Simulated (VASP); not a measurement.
# H3C18N in VASP: single point with PBE+D3(BJ)

Aim: the single point of H3C18N with PBE+D3(BJ).

Everything below comes from runs of VASP 6.6.1. Logs are shortened: lines on timing, memory, paths and dates and some standing lists are left out, and cuts for length are marked.

## 1. The cell of the first run

The cell holds a slab with vacuum, 22 atoms: a = 7.398 Å, b = 7.398 Å, c = 12.000 Å, α = 90.00°, β = 90.00°, γ = 120.00°.

## 2. Single point, PBE+D3(BJ)

INCAR

```
ALGO = Normal ; EDIFF = 1E-7
ENCUT = 520 ; GGA = PE
ISIF = 2 ; ISMEAR = 0
IVDW = 12 ; LASPH = True
LCHARG = False ; LREAL = Auto
LWAVE = False ; NBANDS = 57
NELM = 60 ; PREC = Accurate
SIGMA = 0.05
```

KPOINTS

```
k-points
0
Gamma
  2 2 1
```

POSCAR

```
H3C18N
1.0
    7.3980000000      0.0000000000      0.0000000000
   -3.6990000000      6.4068560000      0.0000000000
    0.0000000000      0.0000000000     12.0000000000
C N H
18 1 3
Direct
    0.0029243937     -0.0072374098      0.0588995285
    0.2226769124      0.1027060968      0.0586549913
    0.0015303109      0.3237760066      0.0589319505
    0.2240254918      0.4349535737      0.0590115171
    0.0004815361      0.6584268005      0.0589634508
    0.2249723758      0.7706873121      0.0588201025
    0.3348762730     -0.0094916604      0.0582763261
    0.5573446194      0.1017435258      0.0579051045
    0.3339236220      0.3251158792      0.0587679019
    0.5582869630      0.4372969583      0.0586335989
    0.3362264882      0.6593798038      0.0589428999
    0.5559637686      0.7692519727      0.0588049074
    0.6671640846     -0.0082078628      0.0584215450
    0.8916612506      0.1040035222      0.0588369064
    0.6695042883      0.3261211316      0.0582936700
    0.8892244599      0.4359518021      0.0587409641
    0.6681578379      0.6570159030      0.0588717571
    0.8906355929      0.7683095636      0.0589245117
    0.5243908794      0.1135274562      0.3336529361
    0.6635455111      0.1367302069      0.3032619743
    0.5209082853      0.0765518436      0.4160002225
    0.4117083552     -0.0183894255      0.2953827333
```

Potentials or basis: VASP PAW PBE potentials, release 64 (C, N, H).

On the command line:

```console
> cat potpaw_PBE.64/C/POTCAR potpaw_PBE.64/N/POTCAR potpaw_PBE.64/H/POTCAR > POTCAR
> mpirun -np 1 vasp_std > vasp.out
```

OUTCAR:

```text
EDIFF = 1E-7
   ENCUT = 520
   GGA = PE
   ISIF = 2
   ISMEAR = 0
   IVDW = 12
   LASPH = True
   LREAL = Auto
   NELM = 60
   PREC = Accurate
 IVDW          = 12

 ion  position               nearest neighbor table
   1  0.003  0.993  0.059-   2 1.41  14 1.43  18 1.44
   2  0.223  0.103  0.059-   1 1.41   9 1.42   7 1.44
   3  0.002  0.324  0.059-  14 1.41   4 1.43  16 1.44
   4  0.224  0.435  0.059-   9 1.41   3 1.43  11 1.44
   5  0.000  0.658  0.059-  18 1.41  16 1.43   6 1.44
   6  0.225  0.771  0.059-   7 1.41  11 1.43   5 1.44
[... 11 lines left out ...]
  18  0.891  0.768  0.059-   5 1.41  17 1.43   1 1.44
  19  0.524  0.114  0.334-  22 1.02  21 1.02  20 1.02
  20  0.664  0.137  0.303-  19 1.02
  21  0.521  0.077  0.416-  19 1.02
  22  0.412  0.982  0.295-  19 1.02

  LATTYP: Found a hexagonal cell.
 ALAT       =     7.3980000000
 C/A-ratio  =     1.6220600162

  Lattice vectors:

 A1 = (   7.3980000000,   0.0000000000,   0.0000000000)
 A2 = (  -3.6990000000,   6.4068560000,   0.0000000000)
 A3 = (   0.0000000000,   0.0000000000,  12.0000000000)

Analysis of symmetry for initial positions (statically):
=====================================================================
 Subroutine PRICEL returns:
 Original cell was already a primitive cell.

 Routine SETGRP: Setting up the symmetry group for a
 hexagonal supercell.

 Subroutine GETGRP returns: Found  1 space group operations
 (whereof  1 operations were pure point group operations)
 out of a pool of 24 trial point group operations.

The static configuration has the point symmetry C_1 .

Analysis of symmetry for dynamics (positions and initial velocities):
=====================================================================
 Subroutine PRICEL returns:
 Original cell was already a primitive cell.

 Routine SETGRP: Setting up the symmetry group for a
 hexagonal supercell.

 Subroutine GETGRP returns: Found  1 space group operations
 (whereof  1 operations were pure point group operations)
 out of a pool of 24 trial point group operations.

The dynamic configuration has the point symmetry C_1 .

 Subroutine INISYM returns: Found  1 space group operations
 (whereof  1 operations are pure point group operations),
 and found     1 'primitive' translations

----------------------------------------------------------------------------------------

                                     Primitive cell

  volume of cell :     568.7750

  direct lattice vectors                    reciprocal lattice vectors
     7.398000000  0.000000000  0.000000000     0.135171668  0.078041398  0.000000000
    -3.699000000  6.406856000  0.000000000     0.000000000  0.156082796  0.000000000
     0.000000000  0.000000000 12.000000000     0.000000000  0.000000000  0.083333333

  length of vectors
     7.398000000  7.398000054 12.000000000     0.156082797  0.156082796  0.083333333

  position of ions in fractional coordinates (direct lattice)
     0.002924394  0.992762590  0.058899528
     0.222676912  0.102706097  0.058654991
     0.001530311  0.323776007  0.058931951
     0.224025492  0.434953574  0.059011517
     0.000481536  0.658426801  0.058963451
     0.224972376  0.770687312  0.058820103
[... 14 lines left out ...]
     0.520908285  0.076551844  0.416000223
     0.411708355  0.981610575  0.295382733

  ion indices of the primitive-cell ions
   primitive index   ion index
                 1           1
                 2           2
                 3           3
                 4           4
                 5           5
                 6           6
[... 14 lines left out ...]
                21          21
                22          22

----------------------------------------------------------------------------------------

 KPOINTS: k-points

Automatic generation of k-mesh.
 Grid dimensions read from file:
 generate k-points for:    2    2    1

 Generating k-lattice:

  Cartesian coordinates                     Fractional coordinates (reciprocal lattice)
     0.067585834  0.039020699  0.000000000     0.500000000  0.000000000  0.000000000
     0.000000000  0.078041398  0.000000000     0.000000000  0.500000000  0.000000000
     0.000000000  0.000000000  0.083333333     0.000000000  0.000000000  1.000000000

  Length of vectors
     0.078041399  0.078041398  0.083333333

  Shift w.r.t. Gamma in fractional coordinates (k-lattice)
     0.000000000  0.000000000  0.000000000

 Subroutine IBZKPT returns following result:
 ===========================================

 Found      4 irreducible k-points:

 Following reciprocal coordinates:
            Coordinates               Weight
  0.000000  0.000000  0.000000      1.000000
  0.500000  0.000000  0.000000      1.000000
  0.000000  0.500000  0.000000      1.000000
  0.500000  0.500000  0.000000      1.000000
   k-points           NKPTS =      4   k-points in BZ     NKDIM =      4   number of bands    NBANDS=     57
   number of dos      NEDOS =    301   number of ions     NIONS =     22
   total plane-waves  NPLWV = 282240
   dimension x,y,z NGX =    56 NGY =   56 NGZ =   90
   dimension x,y,z NGXF=   112 NGYF=  112 NGZF=  180
   ions per type =              18   1   3
   NGX,Y,Z   is equivalent  to a cutoff of  12.58, 12.58, 12.47 a.u.
   NGXF,Y,Z  is equivalent  to a cutoff of  25.17, 25.17, 24.94 a.u.
 SYSTEM =  unknown system
   PREC   = accura    normal or accurate (medium, high low for compatibility)
   ISTART =      0    job   : 0-new  1-cont  2-samecut
   ICHARG =      2    charge: 1-file 2-atom 10-const
   ISPIN  =      1    spin polarized calculation?
   LNONCOLLINEAR =      F non collinear calculations
   LSORBIT =      F    spin-orbit coupling
   LASPH  =      T    aspherical Exc in radial PAW
   ENCUT  =  520.0 eV  38.22 Ry    6.18 a.u.  13.76 13.76 22.31*2*pi/ulx,y,z
   NELM   =     60;   NELMIN=  2; NELMDL= -5     # of ELM steps
   EDIFF  = 0.1E-06   stopping-criterion for ELM
   LREAL  =      T    real-space projection
   EDIFFG = 0.1E-05   stopping-criterion for IOM
   NSW    =      0    number of steps for IOM
   IBRION =     -1    ionic relax: 0-MD 1-quasi-New 2-CG
   NFREE  =      0    steps in history (QN), initial steepest desc. (CG)
   ISIF   =      2    stress and relaxation
   ISYM   =      2    0-nonsym 1-usesym 2-fastsym
   POTIM  = 0.5000    time-step for ionic-motion
   TEBEG  =    0.0;   TEEND  =   0.0 temperature during run
   PSTRESS=    0.0 pullay stress
   NELECT =      80.0000    total number of electrons
   NUPDOWN=      -1.0000    fix difference up-down
   EMIN   =  10.00;   EMAX   =-10.00  energy-range for DOS
   EFERMI =   0.00;   METHOD = LEGACY
   ISMEAR =     0;   SIGMA  =   0.05  broadening in eV -4-tet -1-fermi 0-gaus
   EFERMI_NEDOS =   21; number of points for ismear=-14 and -15
   IALGO  =     38    algorithm
   IMIX   =      4    mixing-type and parameters
     AMIX     =   0.40;   BMIX     =  1.00
     AMIX_MAG =   1.60;   BMIX_MAG =  1.00
  volume/ion in A,a.u.               =      25.85       174.47
  Fermi-wavevector in a.u.,A,eV,Ry     =   0.851382  1.608879  9.862209  0.724852
  Thomas-Fermi vector in A             =   1.967507
   LORBIT       =      0    0 simple, 1 ext, 2 COOP (PROOUT), +10 PAW based schemes
   GGA     = PE    functional components
   LHFCALC =     F    Hartree Fock is set to
   AEXX    =    0.0000 exact exchange contribution
   IVDW    =    12    specifies the selected vdW correction
   LEPSILON=     F    determine dielectric tensor
   LRPA    =     F    only Hartree local field effects (RPA)
 non-spin polarized calculation
 Gauss-broadening in eV      SIGMA  =   0.05
  energy-cutoff  :      520.00
  volume of cell :      568.78
 maximum number of plane-waves:     15363
 NGX is ok and might be reduce to    56
   NGX = 27   NGY = 27   NGZ = 45

 number of electron      79.9999999 magnetization

 Free energy of the ion-electron system (eV)
  ---------------------------------------------------
  ext. energy  EPLUGINS =         0.00000000
  ---------------------------------------------------
  free energy    TOTEN  =      -185.17025305 eV

  energy without entropy =     -185.17005979  energy(sigma->0) =     -185.17015642

 E-fermi :  -1.5412     XC(G=0):  -4.1958

 val. band max:       -1.6501523352   @ k =   0.0000   0.0000   0.0000
 cond. band min:      -1.4316042308   @ k =   0.0000   0.0000   0.0000
 fundamental gap:      0.2185481044
 Fermi energy:        -1.5411562893

 k-point     1 :       0.0000    0.0000    0.0000
  band No.  band energies     occupation
      1     -21.0644      2.00000
      2     -18.5653      2.00000
      3     -18.5426      2.00000
      4     -18.4982      2.00000
      5     -18.4861      2.00000
      6     -18.4271      2.00000
[... 44 lines left out ...]
     51       3.4543      0.00000
     52       4.4740      0.00000

 k-point     2 :       0.5000    0.0000    0.0000
  band No.  band energies     occupation
      1     -20.4115      2.00000
      2     -20.4095      2.00000
      3     -19.1629      2.00000
      4     -19.0732      2.00000
      5     -18.4214      2.00000
      6     -16.6725      2.00000
[... 44 lines left out ...]
     51       4.0098      0.00000
     52       4.0570      0.00000

 k-point     3 :       0.0000    0.5000    0.0000
  band No.  band energies     occupation
      1     -20.4169      2.00000
      2     -20.4040      2.00000
      3     -19.1621      2.00000
      4     -19.0740      2.00000
      5     -18.4217      2.00000
      6     -16.6722      2.00000
[... 44 lines left out ...]
     51       4.0050      0.00000
     52       4.1890      0.00000

 k-point     4 :       0.5000    0.5000    0.0000
  band No.  band energies     occupation
      1     -20.4183      2.00000
      2     -20.4026      2.00000
      3     -19.1615      2.00000
      4     -19.0747      2.00000
      5     -18.4215      2.00000
      6     -16.6722      2.00000
[... 44 lines left out ...]
     51       4.0394      0.00000
     52       4.1458      0.00000
 [bands above 52 left out]

------------------------ aborting loop because EDIFF is reached ----------------------------------------

 Edisp (eV)   -1.75621

 E8    (eV) :    -0.5331

  FORCE on cell =-STRESS in cart. coord.  units (eV):
  Direction    XX          YY          ZZ          XY          YZ          ZX
  --------------------------------------------------------------------------------------
  -------------------------------------------------------------------------------------
  Total       1.04465     1.07623    -0.23562     0.00756     0.00090    -0.00169
  in kB       2.94266     3.03161    -0.66372     0.02129     0.00252    -0.00477
  external pressure =        1.77 kB  Pullay stress =        0.00 kB

 VOLUME and BASIS-vectors are now :
 -----------------------------------------------------------------------------
  energy-cutoff  :      520.00
  volume of cell :      568.78
      direct lattice vectors                 reciprocal lattice vectors
     7.398000000  0.000000000  0.000000000     0.135171668  0.078041398  0.000000000
    -3.699000000  6.406856000  0.000000000     0.000000000  0.156082796  0.000000000
     0.000000000  0.000000000 12.000000000     0.000000000  0.000000000  0.083333333

 POSITION                                       TOTAL-FORCE (eV/Angst)
 -----------------------------------------------------------------------------------
     -3.65059      6.36049      0.70679        -0.006708     -0.017808     -0.000778
      1.26745      0.65802      0.70386         0.013557     -0.008002     -0.003785
     -1.18633      2.07439      0.70718        -0.008276      0.008347      0.003366
      0.04845      2.78668      0.70814        -0.006024      0.015632     -0.001480
     -2.43196      4.21845      0.70756         0.010017      0.009966      0.002647
     -1.18643      4.93768      0.70584        -0.013078     -0.009397     -0.000894
[... 14 lines left out ...]
      3.57051      0.49046      4.99200        -0.013358      0.016770     -0.019699
     -0.58516      6.28904      3.54459        -0.012447      0.012309     -0.004824
 -----------------------------------------------------------------------------------
    total drift:                                0.001637     -0.002907      0.052734

  FREE ENERGIE OF THE ION-ELECTRON SYSTEM (eV)
  ---------------------------------------------------
  free  energy   TOTEN  =      -186.9264649093 eV

  energy  without entropy=     -186.9262716519  energy(sigma->0) =     -186.92636828
```

Run time: 3.1 min. Hardware: 1 thread of Intel Xeon 6975P-C (Granite Rapids), shared host; peak memory 0.59 GiB.

Results:

| Property | Result |
| --- | --- |
| Free energy | -186.9265 eV |
| Largest force | 0.069 eV/Å |
| Band gap on the k mesh | 0.22 eV |
| Dispersion energy per atom | -0.080 eV |

Forces on the atoms (eV/Å):
```
C   -0.007 -0.018 -0.001
C    0.014 -0.008 -0.004
C   -0.008  0.008  0.003
C   -0.006  0.016 -0.001
C    0.010  0.010  0.003
C   -0.013 -0.009 -0.001
C   -0.011  0.007  0.001
C   -0.005  0.015 -0.002
C    0.015  0.004 -0.001
C   -0.011 -0.012 -0.001
C   -0.002 -0.010  0.004
C    0.013 -0.004  0.004
C    0.017  0.004  0.001
C   -0.009 -0.006  0.004
C   -0.004 -0.017 -0.002
C    0.017 -0.003 -0.002
C   -0.008  0.012 -0.001
C    0.000  0.011  0.004
N    0.053 -0.041  0.015
H   -0.028  0.011  0.000
H   -0.013  0.017 -0.020
H   -0.012  0.012 -0.005
```

Levels at points of the mesh, in eV from the valence-band top:
```
           k point  band 37  band 38  band 39  band 40  band 41  band 42  band 43  band 44
(0.00, 0.00, 0.00)    -2.93    -1.83    -0.01     0.00     0.22     0.22     2.97     4.15
(0.50, 0.00, 0.00)    -2.53    -2.51    -2.25    -1.83     1.78     2.59     2.60     2.66
(0.00, 0.50, 0.00)    -2.53    -2.52    -2.25    -1.83     1.79     2.59     2.59     2.65
(0.50, 0.50, 0.00)    -2.53    -2.52    -2.25    -1.83     1.79     2.59     2.59     2.65
```

Caveat: the k points lie up to 0.49 Å⁻¹ apart.
